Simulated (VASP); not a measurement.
Here is a VASP 6.6.1 calculation.

Contents of INCAR:

```
  PREC = Accurate
  ENCUT = 520
  EDIFF = 1E-7
  ISMEAR = -1
  SIGMA = 0.02
  LREAL = F
  LASPH = T
  NELM = 60
  ALGO = Normal
  ISIF = 2
  LWAVE = F
  LCHARG = T
  GGA = PE
  IVDW = 13
  LELF = T
  LVHAR = T
  NBANDS = 35
```

KPOINTS

```
Automatic mesh
0
Gamma
  12 12 2
```

Contents of POSCAR:

```
WSe2
1.0
    3.2789160367      0.0000000000      0.0000000000
   -1.6394580183      2.8396245847      0.0000000000
    0.0000000000      0.0000000000     12.8344713776
W Se
2 4
Direct
    0.6666666667      0.3333333333      0.2499999094
    0.3333333333      0.6666666667      0.7500000906
    0.3333333333      0.6666666667      0.3813175558
    0.6666666667      0.3333333333      0.8813179305
    0.3333333333      0.6666666667      0.1186820695
    0.6666666667      0.3333333333      0.6186824442
```

Potentials or basis: VASP PAW PBE potentials, release 64 (W_sv, Se).

Run with:

```console
$ cat potpaw_PBE.64/W_sv/POTCAR potpaw_PBE.64/Se/POTCAR > POTCAR
$ mpirun -np 1 vasp_std > vasp.out
```

(1) Estimate the pressure.

(2) What does it give for the band gap on the k mesh?

(3) What does it give for the dispersion energy per atom?

(4) Predict the largest force.

## Answers

(1) 0.3 GPa.

(2) 0.91 eV (least direct gap 1.57 eV).

(3) -0.496 eV.

(4) 0.042 eV/Å.

Caveat: spin-orbit coupling is left out, which moves the levels of the heavy elements.
